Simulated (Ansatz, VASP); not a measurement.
# Y in VASP and in Ansatz

File POSCAR:

```
Y
1.0
    0.0000000000      2.4983874769      2.4983874769
    2.4983874769      0.0000000000      2.4983874769
    2.4983874769      2.4983874769      0.0000000000
Y
1
Direct
    0.0000000000      0.0000000000      0.0000000000
```

File INCAR.step1:

```
PREC = Accurate
ENCUT = 520
ISMEAR = 0
SIGMA = 0.1
LREAL = False
LASPH = True
NELM = 100
NBANDS = 12
GGA = PE
ALGO = Normal
EDIFF = 1E-4
LWAVE = True
LCHARG = False
```

INCAR.step2

```
PREC = Accurate
ENCUT = 520
EDIFF = 1E-6
ISMEAR = 0
SIGMA = 0.1
LREAL = False
LASPH = True
NELM = 100
ALGO = Normal
ISIF = 2
LWAVE = False
LCHARG = True
METAGGA = R2SCAN
LMIXTAU = True
LELF = True
LVHAR = True
NBANDS = 12
ISTART = 1
```

File KPOINTS:

```
regular mesh
0
Gamma
  14 14 14
```

Input for Ansatz:

```yaml
crystal:
  lattice:
    - [0.0, 2.4983874769, 2.4983874769]
    - [2.4983874769, 0.0, 2.4983874769]
    - [2.4983874769, 2.4983874769, 0.0]
  atoms:
    - { symbol: "Y", position: [0.0, 0.0, 0.0] }
basis:
  ecutwfc: 500
kpoints:
  mp_grid: { grid: [14, 14, 14] }
hamiltonian:
  xc: r2scan
scf:
  occupations: { method: gaussian, width: 0.1 }
output:
  forces: true
  stress: true
  eigenvalues: true
```

Alike in both runs: task single point; functional r2SCAN; k mesh 14 × 14 × 14; occupations gaussian, width 0.1 eV; no spin polarisation.

```csv
,VASP,Ansatz
version,VASP 6.6.1,Ansatz 0.2.0
potentials or method,"VASP PAW PBE potentials, release 64 (Y_sv), cutoff 520 eV","scalar-relativistic, plane waves, PAW"
valence electrons in the cell,11,11
```

Ansatz gave:

| Quantity | Value |
| --- | --- |
| gap on the k mesh at the Fermi level (eV) | none |
| pressure (GPa) | 2.6 |

Estimate VASP's values.

gap on the k mesh at the Fermi level (eV): none; pressure (GPa): 2.7.

VASP's potentials were made for PBE, not for r2SCAN. A gap of «none» marks a metal or a gap that the smearing closes.
